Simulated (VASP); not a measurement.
## YSb: vibrations by perturbation theory with LDA

Crystal: YSb.

```
Y Sb
1.0
     0.00000    2.98988    2.98988
     2.98988    0.00000    2.98988
     2.98988    2.98988    0.00000
Y Sb
1 1
Direct
  0.50000 0.50000 0.50000
  0.00000 0.00000 0.00000
```

```
Program                : VASP 6.6.1
Task                   : vibrations by perturbation theory
Functional             : LDA
Potentials or basis    : VASP PAW LDA potentials, release 64 (Y_sv, Sb)
Cutoff                 : 520 eV
k mesh                 : 12 × 12 × 12
Occupations            : fermi-dirac, width 0.15 eV
Spin                   : no spin polarisation
Dipole correction      : no
Further INCAR settings : ALGO = Normal; EDIFF = 1e-08; IBRION = 8; NSW = 1
```

```json
{"Highest phonon frequency at Γ": "190 cm⁻¹"}
```

Phonon frequencies in cm⁻¹ (negative: imaginary):
| q point | frequencies |
| --- | --- |
| (0.000, 0.000, 0.000) | -1 -1 -1 190 190 190 |

Run time: 9.6 min on 1 thread of Intel Xeon 8259CL, on a shared host, peak memory 0.4 GiB.

Caveat: the cell stands under pressure or tension, which shifts response properties.
